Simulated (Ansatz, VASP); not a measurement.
## Pd: VASP beside Ansatz

```
Pd
1.0
     2.74106    0.00000    0.00000
     0.00000    3.87644    0.00000
     0.00000    0.00000   21.48210
Pd
5
Cartesian
  0.0000 0.0000 8.0904
  1.3705 1.9382 9.3300
  0.0000 0.0000 10.7411
  1.3705 1.9382 12.1521
  0.0000 0.0000 13.3917
```

Alike in both runs: functional PBEsol; k mesh 13 × 10 × 1; occupations fermi-dirac, width 0.05 eV; no spin polarisation.

Ansatz relaxed the structure, and its values are those at the end. VASP's run is a single point on that final structure, the one shown.

|  | VASP | Ansatz |
| --- | --- | --- |
| version | VASP 6.6.1 | Ansatz 0.2.0 |
| potentials or method | VASP PAW PBE potentials, release 64 (Pd) | PAW with Ansatz's default frozen-core files, scalar-relativistic |
| plane-wave cutoff (eV) | 520 | 420 |
| valence electrons in the cell | 50 | 90 |

VASP gave:

* rms of the force components (eV/Å): 0.011

Which values does Ansatz return?

rms of the force components (eV/Å): 0.001.

VASP's potentials were made for PBE, not for PBEsol. VASP's potentials hold 50 valence electrons a cell and Ansatz's 90, so a difference there can come from the potentials and not from the codes. Ansatz's warnings: stress scf threshold loose, xc potential rough in thin density.
